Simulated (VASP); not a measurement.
# Au in VASP: settings compared

Au is run at these levels: PBE+D4, r2SCAN+rVV10, B3LYP; tasks: single point.

All numbers are computed with VASP 6.6.1; they aren't measurements. Logs are shortened: lines on timing, memory, paths and dates and some standing lists are left out, and cuts for length are marked.

## 1. The cell of the first run

The typed cell holds 1 atom: a = 2.904 Å, b = 2.904 Å, c = 2.904 Å, α = 60.01°, β = 59.99°, γ = 60.00°.

## 2. Single point, PBE+D4, collinear spin, ferromagnetic start (the cell strained at random)

Contents of INCAR:

```
ALGO = Normal ; EDIFF = 1E-6
ENCUT = 520 ; GGA = PE
ISIF = 2 ; ISMEAR = -1
ISPIN = 2 ; IVDW = 13
LASPH = T ; LCHARG = F
LMAXMIX = 4 ; LORBIT = 11
LREAL = F ; LWAVE = F
MAGMOM = 0.5 ; NBANDS = 16
NELM = 150 ; PREC = Accurate
SIGMA = 0.05
```

Contents of KPOINTS:

```
k-points
0
Gamma
  9 9 9
```

Contents of POSCAR:

```
Au
1.0
    0.0000263317      2.0534628539      2.0531668250
    2.0530036822      0.0000003023      2.0531933446
    2.0529853524      2.0534717728      0.0000137784
Au
1
Direct
   -0.0533370000      0.0182230000      0.0529750000
```

Potentials or basis: VASP PAW PBE potentials, release 64 (Au).

Command:

```bash
$ cat potpaw_PBE.64/Au/POTCAR > POTCAR
$ mpirun -np 1 vasp_std > vasp.out
```

OUTCAR:

```text
EDIFF = 1E-6
   ENCUT = 520
   GGA = PE
   ISIF = 2
   ISMEAR = -1
   ISPIN = 2
   IVDW = 13
   LASPH = T
   LORBIT = 11
   LREAL = F
   NELM = 150
   PREC = Accurate

 ion  position               nearest neighbor table
   1  0.947  0.018  0.053-

  LATTYP: Found a base centered monoclinic cell.
 ALAT       =     4.1059627031
 B/A-ratio  =     1.0002366367
 C/A-ratio  =     0.7071325047
 COS(beta)  =    -0.7070664273

  Lattice vectors:

 A1 = (  -2.0529853524,  -2.0534717728,  -0.0000137784)
 A2 = (  -2.0529773505,   2.0534625516,  -0.0000265196)
 A3 = (   2.0529590207,   0.0000089189,  -2.0531530466)

Analysis of symmetry for initial positions (statically):
=====================================================================
 Subroutine PRICEL returns:
 Original cell was already a primitive cell.

 Routine SETGRP: Setting up the symmetry group for a
 base centered monoclinic supercell.

 Subroutine GETGRP returns: Found  4 space group operations
 (whereof  1 operations were pure point group operations)
 out of a pool of  4 trial point group operations.

The static configuration has the point symmetry C_1 .
 The point group associated with its full space group is C_2h.

Analysis of symmetry for dynamics (positions and initial velocities):
=====================================================================
 Subroutine PRICEL returns:
 Original cell was already a primitive cell.

 Routine SETGRP: Setting up the symmetry group for a
 base centered monoclinic supercell.

 Subroutine GETGRP returns: Found  4 space group operations
 (whereof  1 operations were pure point group operations)
 out of a pool of  4 trial point group operations.

The dynamic configuration has the point symmetry C_1 .
 The point group associated with its full space group is C_2h.

Analysis of structural, dynamic, and magnetic symmetry:
=====================================================================
 Subroutine PRICEL returns:
 Original cell was already a primitive cell.

 Routine SETGRP: Setting up the symmetry group for a
 base centered monoclinic supercell.

 Subroutine GETGRP returns: Found  4 space group operations
 (whereof  1 operations were pure point group operations)
 out of a pool of  4 trial point group operations.

The overall configuration has the point symmetry C_1 .
 The point group associated with its full space group is C_2h.

 Subroutine INISYM returns: Found  4 space group operations
 (whereof  1 operations are pure point group operations),
 and found     1 'primitive' translations

----------------------------------------------------------------------------------------

                                     Primitive cell

  volume of cell :      17.3112

  direct lattice vectors                    reciprocal lattice vectors
     0.000026332  2.053462854  2.053166825    -0.243551179  0.243491854  0.243528646
     2.053003682  0.000000302  2.053193345     0.243546399 -0.243490343  0.243522326
     2.052985352  2.053471773  0.000013778     0.243550086  0.243489394 -0.243527624

  length of vectors
     2.903825701  2.903519766  2.903703700     0.421795758  0.421788476  0.421793116

  position of ions in fractional coordinates (direct lattice)
     0.946663000  0.018223000  0.052975000

  ion indices of the primitive-cell ions
   primitive index   ion index
                 1           1

----------------------------------------------------------------------------------------

 KPOINTS: k-points

Automatic generation of k-mesh.
 Grid dimensions read from file:
 generate k-points for:    9    9    9

 Generating k-lattice:

  Cartesian coordinates                     Fractional coordinates (reciprocal lattice)
    -0.027061242  0.027054650  0.027058738     0.111111111  0.000000000 -0.000000000
     0.027060711 -0.027054483  0.027058036     0.000000000  0.111111111  0.000000000
     0.027061121  0.027054377 -0.027058625     0.000000000  0.000000000  0.111111111

  Length of vectors
     0.046866195  0.046865386  0.046865902

  Shift w.r.t. Gamma in fractional coordinates (k-lattice)
     0.000000000  0.000000000  0.000000000

 Subroutine IBZKPT returns following result:
 ===========================================

 Found    205 irreducible k-points:

 Following reciprocal coordinates:
            Coordinates               Weight
  0.000000  0.000000  0.000000      1.000000
  0.111111  0.000000  0.000000      4.000000
  0.222222  0.000000 -0.000000      4.000000
  0.333333 -0.000000 -0.000000      4.000000
  0.444444  0.000000 -0.000000      4.000000
  0.000000  0.111111 -0.000000      4.000000
[... 16 lines left out ...]
 -0.111111  0.222222 -0.000000      4.000000
  0.000000  0.333333  0.000000      4.000000
 [... further k-points ...]
   k-points           NKPTS =    205   k-points in BZ     NKDIM =    205   number of bands    NBANDS=     16
   number of dos      NEDOS =    301   number of ions     NIONS =      1
   total plane-waves  NPLWV =  13824
   dimension x,y,z NGX =    24 NGY =   24 NGZ =   24
   dimension x,y,z NGXF=    48 NGYF=   48 NGZF=   48
   ions per type =               1
   NGX,Y,Z   is equivalent  to a cutoff of  13.74, 13.74, 13.74 a.u.
   NGXF,Y,Z  is equivalent  to a cutoff of  27.48, 27.48, 27.48 a.u.
 SYSTEM =  unknown system
   PREC   = accura    normal or accurate (medium, high low for compatibility)
   ISTART =      0    job   : 0-new  1-cont  2-samecut
   ICHARG =      2    charge: 1-file 2-atom 10-const
   ISPIN  =      2    spin polarized calculation?
   LNONCOLLINEAR =      F non collinear calculations
   LSORBIT =      F    spin-orbit coupling
   LASPH  =      T    aspherical Exc in radial PAW
   ENCUT  =  520.0 eV  38.22 Ry    6.18 a.u.   5.40  5.40  5.40*2*pi/ulx,y,z
   NELM   =    150;   NELMIN=  2; NELMDL= -5     # of ELM steps
   EDIFF  = 0.1E-05   stopping-criterion for ELM
   LREAL  =      F    real-space projection
   EDIFFG = 0.1E-04   stopping-criterion for IOM
   NSW    =      0    number of steps for IOM
   IBRION =     -1    ionic relax: 0-MD 1-quasi-New 2-CG
   NFREE  =      0    steps in history (QN), initial steepest desc. (CG)
   ISIF   =      2    stress and relaxation
   ISYM   =      2    0-nonsym 1-usesym 2-fastsym
   POTIM  = 0.5000    time-step for ionic-motion
   TEBEG  =    0.0;   TEEND  =   0.0 temperature during run
   PSTRESS=    0.0 pullay stress
   NELECT =      11.0000    total number of electrons
   NUPDOWN=      -1.0000    fix difference up-down
   EMIN   =  10.00;   EMAX   =-10.00  energy-range for DOS
   EFERMI =   0.00;   METHOD = LEGACY
   ISMEAR =    -1;   SIGMA  =   0.05  broadening in eV -4-tet -1-fermi 0-gaus
   EFERMI_NEDOS =   21; number of points for ismear=-14 and -15
   IALGO  =     38    algorithm
   IMIX   =      4    mixing-type and parameters
     AMIX     =   0.40;   BMIX     =  1.00
     AMIX_MAG =   1.60;   BMIX_MAG =  1.00
  volume/ion in A,a.u.               =      17.31       116.82
  Fermi-wavevector in a.u.,A,eV,Ry     =   1.407439  2.659674 26.951574  1.980885
  Thomas-Fermi vector in A             =   2.529698
   LORBIT       =     11    0 simple, 1 ext, 2 COOP (PROOUT), +10 PAW based schemes
   GGA     = PE    functional components
   LHFCALC =     F    Hartree Fock is set to
   AEXX    =    0.0000 exact exchange contribution
   IVDW    =    13    specifies the selected vdW correction
   LEPSILON=     F    determine dielectric tensor
   LRPA    =     F    only Hartree local field effects (RPA)
 spin polarized calculation
  energy-cutoff  :      520.00
  volume of cell :       17.31
 maximum number of plane-waves:       483
 NGX is ok and might be reduce to    24
   NGX = 11   NGY = 11   NGZ = 11

 number of electron      10.9999997 magnetization       0.0010268

 number of electron      10.9999997 magnetization      -0.0000269

 Free energy of the ion-electron system (eV)
  ---------------------------------------------------
  ext. energy  EPLUGINS =         0.00000000
  ---------------------------------------------------
  free energy    TOTEN  =        -3.23461559 eV

  energy without entropy =       -3.23413840  energy(sigma->0) =       -3.23437700

 E-fermi :   9.2873     XC(G=0): -12.6212

 val. band max:        8.8492098187   @ k =  -0.1111   0.3333   0.3333
 cond. band min:       9.3404264533   @ k =   0.4444  -0.0000   0.4444
 fundamental gap:      0.4912166346
 Fermi energy:         9.2873101331

 spin component 1

 k-point     1 :       0.0000    0.0000    0.0000
  band No.  band energies     occupation
      1      -0.4749      1.00000
      2       4.6099      1.00000
      3       4.6111      1.00000
      4       4.6119      1.00000
      5       6.0823      1.00000
      6       6.0843      1.00000
[... 8 lines left out ...]
     15      38.5123      0.00000
     16      38.5198      0.00000
[... 419 lines left out ...]
 k-point    24 :       0.0000    0.3333    0.0000
  band No.  band energies     occupation
      1       1.8943      1.00000
      2       4.7576      1.00000
      3       4.7594      1.00000
      4       5.3428      1.00000
      5       6.6797      1.00000
      6       6.6798      1.00000
[... 8 lines left out ...]
     15      40.3958      0.00000
     16      41.6832      0.00000

 [... further k-points ...]

 spin component 2

 k-point     1 :       0.0000    0.0000    0.0000
  band No.  band energies     occupation
      1      -0.4749      1.00000
      2       4.6102      1.00000
      3       4.6114      1.00000
      4       4.6122      1.00000
      5       6.0824      1.00000
      6       6.0844      1.00000
[... 8 lines left out ...]
     15      38.5129      0.00000
     16      38.5199      0.00000
[... 419 lines left out ...]
 k-point    24 :       0.0000    0.3333    0.0000
  band No.  band energies     occupation
      1       1.8944      1.00000
      2       4.7578      1.00000
      3       4.7596      1.00000
      4       5.3428      1.00000
      5       6.6799      1.00000
      6       6.6800      1.00000
[... 8 lines left out ...]
     15      40.3961      0.00000
     16      41.6827      0.00000

 [... further k-points ...]

------------------------ aborting loop because EDIFF is reached ----------------------------------------

  DFT-D4 for vdW energy calculation

  Edisp (eV):   -0.66846

  FORCE on cell =-STRESS in cart. coord.  units (eV):
  Direction    XX          YY          ZZ          XY          YZ          ZX
  --------------------------------------------------------------------------------------
  -------------------------------------------------------------------------------------
  Total      -0.03405    -0.03498    -0.03442    -0.00000     0.00000    -0.00013
  in kB      -3.15132    -3.23772    -3.18606    -0.00001     0.00002    -0.01244
  external pressure =       -3.19 kB  Pullay stress =        0.00 kB

 VOLUME and BASIS-vectors are now :
 -----------------------------------------------------------------------------
  energy-cutoff  :      520.00
  volume of cell :       17.31
      direct lattice vectors                 reciprocal lattice vectors
     0.000026332  2.053462854  2.053166825    -0.243551179  0.243491854  0.243528646
     2.053003682  0.000000302  2.053193345     0.243546399 -0.243490343  0.243522326
     2.052985352  2.053471773  0.000013778     0.243550086  0.243489394 -0.243527624

 POSITION                                       TOTAL-FORCE (eV/Angst)
 -----------------------------------------------------------------------------------
      0.14619      2.05272      1.98107         0.000000      0.000000      0.000000
 -----------------------------------------------------------------------------------
    total drift:                                0.000003      0.000000      0.000001

  FREE ENERGIE OF THE ION-ELECTRON SYSTEM (eV)
  ---------------------------------------------------
  free  energy   TOTEN  =        -3.9030799454 eV

  energy  without entropy=       -3.9026027597  energy(sigma->0) =       -3.90284135

 total charge

# of ion       s       p       d       tot
------------------------------------------
    1        0.534   0.343   8.765   9.643

 magnetization (x)

# of ion       s       p       d       tot
------------------------------------------
    1        0.000  -0.000   0.000   0.000
```

It took 1.8 min on 1 thread of AMD EPYC 7R13 (Zen 3), shared host; peak memory 0.18 GiB.

What came out:

```
Free energy                                           : -3.9031 eV
Pressure                                              : -0.3 GPa
Net moment                                            : 0.00 μB per cell
Valence electrons inside the program's atomic spheres : Au 9.64
Dispersion energy per atom                            : -0.668 eV
```

Caveat: the cell differs from its parent crystal (the cell strained at random); spin-orbit coupling is left out, which moves the levels of the heavy elements; pairwise dispersion overbinds metals, which lowers pressure and volume.

(Part 1 of 2 ends here.)
